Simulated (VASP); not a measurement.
Write the native input for VASP 6.6.1 that does the following.

| Quantity | Value |
| --- | --- |
| Task | single point |
| Functional | revPBE |
| Potentials or basis | VASP PAW PBE potentials, release 64 (Cu, O) |
| Cutoff | 520 eV |
| k mesh | 9 × 9 × 9 |
| Occupations | fermi-dirac, width 0.05 eV |
| Spin | no spin polarisation |
| Dipole correction | no |
| Further INCAR settings | ALGO = Normal; EDIFF = 1e-06; NBANDS = 30 |

The structure of Cu3O2 lies in POSCAR:

```
Cu3O2
1.0
   -2.0603869804      2.0603869804      3.6897137033
    2.0603869804     -2.0603869804      3.6897137033
    2.0603869804      2.0603869804     -3.6897137033
Cu O
3 2
Direct
    0.0000000000      0.0000000000      0.0000000000
    0.7500000000      0.2500000000      0.5000000000
    0.2500000000      0.7500000000      0.5000000000
    0.5000000000      0.0000000000      0.5000000000
    0.0000000000      0.5000000000      0.5000000000
```

The input as run:

INCAR

```
SYSTEM = Cu3O2
PREC     = Accurate       ! precision mode
ENCUT    = 520            ! plane-wave cutoff, eV
EDIFF    = 1E-6           ! SCF threshold, eV
ISMEAR   = -1             ! smearing method
SIGMA    = 0.05           ! smearing width, eV
LREAL    = .FALSE.        ! projectors in reciprocal space
LASPH    = .TRUE.         ! aspherical terms in the spheres
NELM     = 60             ! most SCF steps
ALGO     = Normal         ! electronic algorithm
ISIF     = 2              ! what is computed and relaxed
LWAVE    = .FALSE.        ! write WAVECAR
LCHARG   = .FALSE.        ! write CHGCAR
GGA      = RE             ! functional
NBANDS   = 30             ! bands
```

KPOINTS

```
regular mesh
0
G
  9 9 9
  0 0 0
```

Potentials or basis: VASP PAW PBE potentials, release 64 (Cu, O).

Command:

```bash
$ cat potpaw_PBE.64/Cu/POTCAR potpaw_PBE.64/O/POTCAR > POTCAR
$ mpirun -np 1 vasp_std > vasp.out
```

Results of the run:

```yaml
Pressure: 0.7 GPa
Band_gap_on_the_k_mesh: zero (an odd number of electrons rules out a gap without spin polarisation)
```

Caveat: the PAW data sets were made with another functional, which shifts forces and pressure a little.

It took 7.4 min on 1 thread of Intel Xeon 8259CL, with other jobs on the host, peak memory 0.24 GiB.
